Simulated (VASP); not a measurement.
Wanted: the native input for a VASP 6.6.1 run.

* Task: single point
* Functional: PBE
* Potentials or basis: VASP PAW PBE potentials, release 64 (Ni, O)
* Cutoff: 520 eV
* k mesh: 10 × 10 × 5
* Occupations: gaussian, width 0.05 eV
* Spin: collinear spin, antiferromagnetic start
* Starting moments: [1.86, -1.86, 0.0, 0.0] μB
* Hubbard terms: Ni d U = 6.2 eV
* Dipole correction: no
* Further INCAR settings: ALGO = Normal; EDIFF = 1e-06; NBANDS = 28

The structure of NiO lies in POSCAR:

```
NiO
1.0
    0.0000000000      2.1345858284      2.1345858284
    2.1345858284      0.0000000000      2.1345858284
    4.2661711442      4.2661711442      0.0030005126
Ni O
2 2
Direct
    0.0000000000      0.0000000000      0.0000000000
    0.0000000000      0.0000000000      0.5000000000
    0.5000000046      0.5000000046      0.2499999932
    0.4999999954      0.4999999954      0.7500000068
```

One way to write it, as run:

INCAR

```
SYSTEM = NiO
PREC = Accurate
ENCUT = 520
EDIFF = 1E-6
ISMEAR = 0
SIGMA = 0.05
LREAL = .False.
LASPH = .True.
NELM = 150
ALGO = Normal
ISIF = 2
LWAVE = .False.
LCHARG = .False.
ISPIN = 2
MAGMOM = 1.86 -1.86 0 0
LORBIT = 11
LMAXMIX = 4
LDAU = .True.
LDAUTYPE = 2
LDAUL = 2 -1
LDAUU = 6.2 0
LDAUJ = 0 0
LDAUPRINT = 1
GGA = PE
NBANDS = 28
```

KPOINTS

```
Automatic mesh
0
Gamma
  10 10 5
  0 0 0
```

Potentials or basis: VASP PAW PBE potentials, release 64 (Ni, O).

Launch:

```sh
$ cat potpaw_PBE.64/Ni/POTCAR potpaw_PBE.64/O/POTCAR > POTCAR
$ mpirun -np 1 vasp_std > vasp.out
```

Results of the run:

The pressure is -9.7 GPa and the band gap on the k mesh is 2.99 eV. The net moment is 0.00 μB per cell. The site moments are Ni +1.76, -1.76; O +0.00 μB and the valence electrons inside the program's atomic spheres are Ni 8.89; O 4.99.

Caveat: the cell stands under tension; an odd mesh through Γ misses points on the zone boundary, where band edges can lie.

Wall time 4 min on 1 thread of Intel Xeon 8259CL (shared host), peak memory 0.25 GiB.
